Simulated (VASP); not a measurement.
# TlH5 (P6mm) in VASP: further runs, part 2 of 2

VASP 6.6.1.

### Step 4. Relaxation of cell and atoms, PBE

This run uses another cell than the first one, of 9.70 Å³/atom.

The input, INCAR:

```
SYSTEM = TlH5
PREC = Accurate
ENCUT = 600
EDIFF = 1E-7
ISMEAR = 0
SIGMA = 0.1
LREAL = .FALSE.
LASPH = .TRUE.
NELM = 100
ALGO = Normal
ISIF = 3
LWAVE = .FALSE.
LCHARG = .FALSE.
GGA = PE
IBRION = 2
NSW = 90
EDIFFG = -0.04
```

The input, KPOINTS:

```
regular mesh
0
G
  6 6 4
  0 0 0
```

The input, POSCAR:

```
TlH5
1.0
    3.1739602800      0.0000000000      0.0000000000
   -1.5869801400      2.7487302400      0.0000000000
    0.0000000000      0.0000000000      6.6741177500
Tl H
1 5
Direct
    0.0000000000      0.0000000000      0.4405756700
    0.5000000000      0.0000000000      0.1812654100
    0.0000000000      0.5000000000      0.1812654100
    0.5000000000      0.5000000000      0.1812654100
    0.0000000000      0.0000000000      0.7044755900
    0.0000000000      0.0000000000      0.1053575300
```

Potentials or basis: VASP PAW PBE potentials, release 64 (Tl_d, H).

Started as:

```console
> cat potpaw_PBE.64/Tl_d/POTCAR potpaw_PBE.64/H/POTCAR > POTCAR
> mpirun -np 1 vasp_std > vasp.out
```

OUTCAR:

```text
SYSTEM = TlH5
   PREC = Accurate
   ENCUT = 600
   EDIFF = 1E-7
   ISMEAR = 0
   LREAL = .FALSE.
   LASPH = .TRUE.
   NELM = 100
   ISIF = 3
   GGA = PE
   IBRION = 2
   NSW = 90
   EDIFFG = -0.04

 ion  position               nearest neighbor table
   1  0.000  0.000  0.441-   5 1.76   6 2.24   2 2.35   2 2.35   4 2.35   3 2.35   3 2.35   4 2.35

   2  0.500  0.000  0.181-   1 2.35   1 2.35
   3  0.000  0.500  0.181-   1 2.35   1 2.35
   4  0.500  0.500  0.181-   1 2.35   1 2.35
   5  0.000  0.000  0.704-   1 1.76
   6  0.000  0.000  0.105-   1 2.24

  LATTYP: Found a hexagonal cell.
 ALAT       =     3.1739602800
 C/A-ratio  =     2.1027729276

  Lattice vectors:

 A1 = (   3.1739602800,   0.0000000000,   0.0000000000)
 A2 = (  -1.5869801400,   2.7487302400,   0.0000000000)
 A3 = (   0.0000000000,   0.0000000000,   6.6741177500)

Analysis of symmetry for initial positions (statically):
=====================================================================
 Subroutine PRICEL returns:
 Original cell was already a primitive cell.

 Routine SETGRP: Setting up the symmetry group for a
 hexagonal supercell.

 Subroutine GETGRP returns: Found 12 space group operations
 (whereof 12 operations were pure point group operations)
 out of a pool of 24 trial point group operations.

The static configuration has the point symmetry C_6v.

Analysis of symmetry for dynamics (positions and initial velocities):
=====================================================================
 Subroutine PRICEL returns:
 Original cell was already a primitive cell.

 Routine SETGRP: Setting up the symmetry group for a
 hexagonal supercell.

 Subroutine GETGRP returns: Found 12 space group operations
 (whereof 12 operations were pure point group operations)
 out of a pool of 24 trial point group operations.

The dynamic configuration has the point symmetry C_6v.

 Subroutine INISYM returns: Found 12 space group operations
[... 126 lines left out ...]
   GGA     = PE    functional components
   LHFCALC =     F    Hartree Fock is set to
   AEXX    =    0.0000 exact exchange contribution
   IVDW    =     0    specifies the selected vdW correction
   LEPSILON=     F    determine dielectric tensor
   LRPA    =     F    only Hartree local field effects (RPA)
 conjugate gradient relaxation of ions
 non-spin polarized calculation
 Gauss-broadening in eV      SIGMA  =   0.10
  energy-cutoff  :      600.00
  volume of cell :       58.23
 maximum number of plane-waves:      1983
 NGX is ok and might be reduce to    28
   NGX = 13   NGY = 13   NGZ = 27

--------------------------------------- Ionic step        1  -------------------------------------------

 number of electron      18.0000002 magnetization

 Free energy of the ion-electron system (eV)
  ---------------------------------------------------
  ext. energy  EPLUGINS =         0.00000000
  ---------------------------------------------------
  free energy    TOTEN  =       -12.07131364 eV

  energy without entropy =      -12.05423607  energy(sigma->0) =      -12.06277485

------------------------ aborting loop because EDIFF is reached ----------------------------------------

  FORCE on cell =-STRESS in cart. coord.  units (eV):
  Direction    XX          YY          ZZ          XY          YZ          ZX
  --------------------------------------------------------------------------------------
  -------------------------------------------------------------------------------------
  Total        0.9933810      0.9933810      4.0873824      0.0000000     -0.0000000      0.0000000
  in kB       27.3337326     27.3337327    112.4678458      0.0000000     -0.0000000      0.0000000
  external PRESSURE =      55.7117704 kB  Pullay stress =       0.0000000 kB
[... 101 lines left out ...]
  FREE ENERGIE OF THE ION-ELECTRON SYSTEM (eV)
  ---------------------------------------------------
  free  energy   TOTEN  =       -12.6391431080 eV

  energy  without entropy=      -12.6186584606  energy(sigma->0) =      -12.62890078

[... ionic steps 4 to 34 ...]

--------------------------------------- Ionic step       35  -------------------------------------------

 number of electron      18.0000000 magnetization

------------------------ aborting loop because EDIFF is reached ----------------------------------------
[... 75 lines left out ...]
--------------------------------------- Ionic step       37  -------------------------------------------

 number of electron      18.0000000 magnetization

 Free energy of the ion-electron system (eV)
  ---------------------------------------------------
  ext. energy  EPLUGINS =         0.00000000
  ---------------------------------------------------
  free energy    TOTEN  =       -13.53072979 eV

  energy without entropy =      -13.52925650  energy(sigma->0) =      -13.52999314

 E-fermi :   3.0602     XC(G=0):  -9.3603

 val. band max:        2.7493518807   @ k =   0.3333   0.1667   0.5000
 cond. band min:       3.1285731925   @ k =   0.5000   0.0000   0.2500
 fundamental gap:      0.3792213118
 Fermi energy:         3.0601749028

 k-point     1 :       0.0000    0.0000    0.0000
  band No.  band energies     occupation
      1      -9.6606      2.00000
      2      -9.1020      2.00000
      3      -9.1020      2.00000
      4      -8.5783      2.00000
      5      -8.2460      2.00000
      6      -8.2460      2.00000
      7      -6.4601      2.00000
      8      -0.7735      2.00000
      9       7.1352      0.00000
     10       9.0689      0.00000
     11       9.4641      0.00000
     12       9.4641      0.00000
     13       9.9528      0.00000
[... 351 lines left out ...]
  FREE ENERGIE OF THE ION-ELECTRON SYSTEM (eV)
  ---------------------------------------------------
  free  energy   TOTEN  =       -13.5307297856 eV

  energy  without entropy=      -13.5292564991  energy(sigma->0) =      -13.52999314

 reached required accuracy - stopping structural energy minimisation
```

OSZICAR:

```text
N       E                     dE             d eps       ncg     rms          rms(c)
DAV:   1     0.686330746123E+02    0.68633E+02   -0.97961E+03   546   0.138E+03
DAV:   2    -0.107202629594E+02   -0.79353E+02   -0.77031E+02   661   0.246E+02
DAV:   3    -0.126431314102E+02   -0.19229E+01   -0.19178E+01   651   0.359E+01
[... 391 lines left out ...]
DAV:   2    -0.135308224576E+02    0.31993E-03   -0.27271E-03   566   0.463E-01    0.550E-02
DAV:   3    -0.135307411132E+02    0.81344E-04   -0.28198E-04   596   0.113E-01    0.269E-02
DAV:   4    -0.135307302124E+02    0.10901E-04   -0.29123E-05   576   0.421E-02    0.615E-03
DAV:   5    -0.135307298082E+02    0.40424E-06   -0.32434E-06   561   0.137E-02    0.236E-03
DAV:   6    -0.135307297856E+02    0.22624E-07   -0.31955E-07   571   0.425E-03
  37 F= -.13530730E+02 E0= -.13529993E+02  d E =-.811343E-02
```

It took 6.7 min on 1 thread of Intel Xeon Platinum 8488C (Sapphire Rapids), shared host; peak memory 0.21 GiB.

What came out:

* Free energy: -13.5307 eV
* Relaxed volume: 8.93 Å³/atom
* Relaxed cell: a = 3.016 Å, b = 3.016 Å, c = 6.801 Å, α = 90.00°, β = 90.00°, γ = 120.00°
* Space group after relaxing (to 0.1 Å): P6mm (No. 183)
* Energy gained by relaxing: 243.2 meV/atom
* Ionic steps: 37
* Pressure after relaxing: -0.2 GPa
* Largest force after relaxing: 0.023 eV/Å
* Band gap on the k mesh: zero (bands 9 and 10 overlap by 4.42 eV)

Forces in eV/Å, atoms in the order of the input:
```
Tl   0.000  0.000  0.023
H    0.000  0.000 -0.002
H    0.000  0.000 -0.002
H    0.000  0.000 -0.002
H    0.000  0.000 -0.011
H    0.000  0.000 -0.007
```

Stress tensor (GPa, compression positive):
```
-0.34  0.00  0.00
 0.00 -0.34  0.00
 0.00  0.00  0.08
```

The path:
| step | energy change (eV) | largest force (eV/Å) | pressure (GPa) | volume (Å³) |
| --- | --- | --- | --- | --- |
| 1 | 0.0000 | 1.0397 | 5.57 | 58.23 |
| 2 | -0.2751 | 1.0782 | 1.39 | 61.11 |
| 3 | -0.5678 | 1.4007 | -4.20 | 67.16 |
| 4 | -0.5950 | 1.4201 | -5.42 | 69.41 |
| 5 | -0.8346 | 1.3706 | -5.71 | 69.11 |
| 6 | -1.2940 | 0.7694 | -4.11 | 67.91 |
| 7 | -1.3501 | 0.6855 | -2.66 | 67.26 |
| 8 | -1.4089 | 0.0733 | -1.07 | 64.98 |
| 9 | -1.4094 | 0.1575 | -0.90 | 64.78 |
| 10 | -1.4146 | 0.1009 | -0.37 | 63.86 |
| 11 | -1.4157 | 0.0610 | 0.03 | 63.21 |
| 12 | -1.4177 | 0.0440 | -0.01 | 62.95 |
| 13 | -1.4230 | 0.0442 | -0.11 | 62.17 |
| 14 | -1.4276 | 0.1403 | -0.22 | 60.59 |
| 15 | -1.4288 | 0.0692 | -0.04 | 60.12 |
| 16 | -1.4288 | 0.0686 | -0.03 | 60.07 |
| 17 | -1.4298 | 0.0522 | 0.01 | 60.00 |
| 18 | -1.4318 | 0.0454 | 0.13 | 59.78 |
| 19 | -1.4309 | 0.0889 | 0.36 | 59.35 |
| 20 | -1.4322 | 0.0438 | 0.22 | 59.63 |
| 21 | -1.4331 | 0.0436 | -0.11 | 59.83 |
| 22 | -1.4331 | 0.0489 | -0.24 | 59.91 |
| 23 | -1.4341 | 0.0464 | -0.24 | 59.72 |
| 24 | -1.4368 | 0.1018 | -0.21 | 59.14 |
| 25 | -1.4407 | 0.2241 | -0.15 | 57.97 |
| 26 | -1.4403 | 0.5045 | 0.11 | 55.62 |
| 27 | -1.4418 | 0.3923 | 0.00 | 56.58 |
| 28 | -1.4419 | 0.3919 | 0.00 | 56.56 |
| 29 | -1.4422 | 0.3906 | 0.00 | 56.51 |
| 30 | -1.4427 | 0.3882 | -0.01 | 56.41 |
| 31 | -1.4438 | 0.3833 | -0.02 | 56.22 |
| 32 | -1.4458 | 0.3743 | -0.02 | 55.83 |
| 33 | -1.4491 | 0.3592 | -0.01 | 55.04 |
| 34 | -1.4513 | 0.3365 | 0.08 | 53.47 |
| 35 | -1.4542 | 0.2627 | 0.02 | 53.50 |
| 36 | -1.4591 | 0.0559 | -0.15 | 53.57 |
| 37 | -1.4594 | 0.0233 | -0.20 | 53.59 |

Final structure:
```
Tl H
1.0
     3.01628    0.00000    0.00000
    -1.50814    2.61217    0.00000
     0.00000    0.00000    6.80147
Tl H
1 5
Direct
  0.00000 0.00000 0.52940
  0.50000 0.00000 0.11394
  0.00000 0.50000 0.11394
  0.50000 0.50000 0.11394
  0.00000 0.00000 0.79942
  0.00000 0.00000 0.12356
```

Levels at points of the mesh, in eV from the Fermi level:
```tsv
k point	band 5	band 6	band 7	band 8	band 9	band 10	band 11	band 12	band 13
(0.00, 0.00, 0.00)	-11.31	-11.31	-9.52	-3.83	4.08	6.01	6.40	6.40	6.89
(0.50, 0.00, 0.00)	-11.01	-6.26	-6.02	-4.16	-2.22	-0.34	3.99	4.04	5.72
(0.00, 0.00, 0.50)	-11.31	-11.31	-9.89	-2.83	1.47	6.14	6.40	6.40	9.66
(0.50, 0.00, 0.50)	-11.01	-6.21	-5.98	-4.50	-2.33	0.51	4.05	4.07	6.22
```

Caveat: the k points lie up to 0.40 Å⁻¹ apart in the final cell, too coarse for converged energies and pressures of a metal; spin-orbit coupling is left out, which moves the levels of the heavy elements.

### Step 5. Summary

```csv
task,cell,cutoff (eV),gap on the mesh (eV),pressure (GPa),largest force (eV/Å)
single point,"a = 3.013, b = 3.013, c = 6.794 Å, angles 90.0, 90.0, 120.0°, 6 atoms, atomic positions A",520,none,-0.2,0.01
single point,"a = 3.174, b = 3.174, c = 6.674 Å, angles 90.0, 90.0, 120.0°, 6 atoms, atomic positions B",520,none,5.4,1.04
relaxation of cell and atoms,"relaxed from a = 3.174, b = 3.174, c = 6.674 Å, angles 90.0, 90.0, 120.0°, 6 atoms, atomic positions B",600,none,-0.2,0.02
```

Alike in all rows: level PBE; potentials or basis VASP PAW PBE potentials, release 64 (Tl_d, H); no spin polarisation; k mesh 6 × 6 × 4; smearing gaussian 0.1 eV.

Caveats: all runs use coarse meshes; spin-orbit coupling is left out, which moves the levels of the heavy elements; forces of over 1 eV/Å act on the atoms, so gaps and moduli don't describe the material at rest (at least some runs).

Total energies depend on the potentials used, so only differences within one code and one set of settings carry meaning.

The gap in the log of VASP goes by the Fermi energy; the results here count the filled bands.